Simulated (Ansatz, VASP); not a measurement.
# CsH: VASP beside Ansatz

```
CELL_PARAMETERS angstrom
3.31552 3.31552 0.00000
-3.31552 3.31552 0.00000
0.00000 0.00000 6.63104
ATOMIC_POSITIONS crystal
Cs 0.00000 0.00000 0.00000
Cs 0.50000 0.50000 0.50000
H 0.50000 0.50000 0.00000
H 0.00000 0.00000 0.50000
```

Alike in both runs: task single point; functional r2SCAN; k mesh 6 × 6 × 4; occupations gaussian, width 0.02 eV; no spin polarisation.

|  | VASP | Ansatz |
| --- | --- | --- |
| version | VASP 6.6.1 | Ansatz 0.2.0 |
| potentials or method | VASP PAW PBE potentials, release 64 (Cs_sv, H), cutoff 520 eV | scalar-relativistic, plane waves, PAW |
| valence electrons in the cell | 20 | 20 |

VASP gave:

- gap on the k mesh at the Fermi level (eV): 2.77
- least direct gap on the mesh (eV): 2.77
- pressure (GPa): -0.9

**Question.** What did Ansatz give for the same quantities?

**Answer.** gap on the k mesh at the Fermi level (eV): 2.78; least direct gap on the mesh (eV): 2.78; pressure (GPa): -0.9.

VASP's potentials were made for PBE, not for r2SCAN. The functional is the same, so the differences come from potentials, cutoffs and numerics.

Neither program's run includes spin-orbit coupling.
